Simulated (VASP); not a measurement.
Crystal: RbVS3.

```
CELL_PARAMETERS angstrom
4.89537 0.00000 0.00000
0.00000 4.89537 0.00000
0.00000 0.00000 4.89537
ATOMIC_POSITIONS crystal
Rb 0.50000 0.50000 0.50000
V 0.00000 0.00000 0.00000
S 0.50000 0.00000 0.00000
S 0.00000 0.50000 0.00000
S 0.00000 0.00000 0.50000
```

- Program: VASP 6.6.1
- Task: relaxation of cell and atoms
- Functional: PBE
- Potentials or basis: VASP PAW PBE potentials, release 64 (Rb_sv, V_sv, S)
- Cutoff: 600 eV
- k mesh: 4 × 4 × 4
- Occupations: gaussian, width 0.1 eV
- Spin: collinear spin, ferromagnetic start
- Starting moments: [0.0, 2.0, 0.0, 0.0, 0.0] μB

At the start: pressure -6.1 GPa; volume 23.46 Å³/atom.

Question: How do energy, volume and symmetry change on relaxing?

Answer: Over 3 steps the energy falls by 52.0 meV/atom and the volume is 20.98 Å³/atom (-10.6 %); space group Pm-3m (No. 221, to 0.05 Å); moment 0.00 μB per cell.

Step by step:
| step | energy change (eV) | largest force (eV/Å) | pressure (GPa) | volume (Å³) |
| --- | --- | --- | --- | --- |
| 1 | 0.0000 | 0.0000 | -6.08 | 117.32 |
| 2 | -0.2505 | 0.0000 | 1.49 | 102.83 |
| 3 | -0.2601 | 0.0000 | 0.02 | 104.91 |

Final structure:
```
CELL_PARAMETERS angstrom
4.71638 0.00000 0.00000
0.00000 4.71638 0.00000
0.00000 0.00000 4.71638
ATOMIC_POSITIONS crystal
Rb 0.50000 0.50000 0.50000
V 0.00000 0.00000 0.00000
S 0.50000 0.00000 0.00000
S 0.00000 0.50000 0.00000
S 0.00000 0.00000 0.50000
```
